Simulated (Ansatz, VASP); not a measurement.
**Ga in VASP and in Ansatz**

```
Ga
1.0
     4.41556    0.00000    0.00000
    -2.20778    3.82399    0.00000
     0.00000    0.00000    2.82384
Ga
3
Direct
  0.00000 0.00000 0.00000
  0.33333 0.66667 0.50000
  0.66667 0.33333 0.50000
```

Alike in both runs: task single point; functional PBEsol; k mesh 9 × 9 × 12; occupations fermi-dirac, width 0.1 eV; no spin polarisation.

|  | VASP | Ansatz |
| --- | --- | --- |
| version | VASP 6.6.1 | Ansatz 0.2.0 |
| potentials or method | VASP PAW PBE potentials, release 64 (Ga_d), cutoff 520 eV | plane waves (420 eV) with PAW, scalar-relativistic |
| valence electrons in the cell | 39 | 39 |

Ansatz gave:

```
pressure (GPa)                                                : 10.3
traceless stress, the component that is largest in VASP (GPa) : -1.59
```

Problem. Which values does VASP return?

Solution. Pressure (GPa): 10.5; traceless stress, the component that is largest in VASP (GPa): -1.59.

VASP's potentials were made for PBE, not for PBEsol, and Ansatz warns of the same on its side. The functional is the same, so the differences come from potentials, cutoffs and numerics.
